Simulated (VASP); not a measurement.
Input of a VASP 6.6.1 run:

INCAR

```
SYSTEM = Ge
  PREC = Accurate
  ENCUT = 520
  EDIFF = 1E-7
  ISMEAR = 0
  SIGMA = 0.15
  LREAL = .False.
  LASPH = .True.
  NELM = 100
  ALGO = Normal
  ISIF = 2
  LWAVE = .False.
  LCHARG = .True.
  GGA = PS
  LELF = .True.
  LVHAR = .True.
  NBANDS = 21
```

Contents of KPOINTS:

```
regular mesh
0
Gamma
  22 22 22
  0 0 0
```

POSCAR

```
Ge
1.0
   -2.5329584288      2.5329584288      1.4436132770
    2.5329584288     -2.5329584288      1.4436132770
    2.5329584288      2.5329584288     -1.4436132770
Ge
2
Direct
    0.2500000000      0.7500000000      0.5000000000
    0.5000000000      0.5000000000      0.0000000000
```

Potentials or basis: VASP PAW PBE potentials, release 64 (Ge_d).

Launch:

```console
$ cat potpaw_PBE.64/Ge_d/POTCAR > POTCAR
$ mpirun -np 1 vasp_std > vasp.out
```

**Question.** What does it give for the band gap on the k mesh?

**Answer.** Zero (bands 14 and 15 overlap by 5.85 eV).

**Question.** Predict the pressure.

**Answer.** -0.6 GPa.

Stress tensor (GPa, compression positive):
```
 0.11  0.00  0.00
 0.00  0.11  0.00
 0.00  0.00 -2.10
```

Caveat: the PAW data sets were made with another functional, which shifts forces and pressure a little.
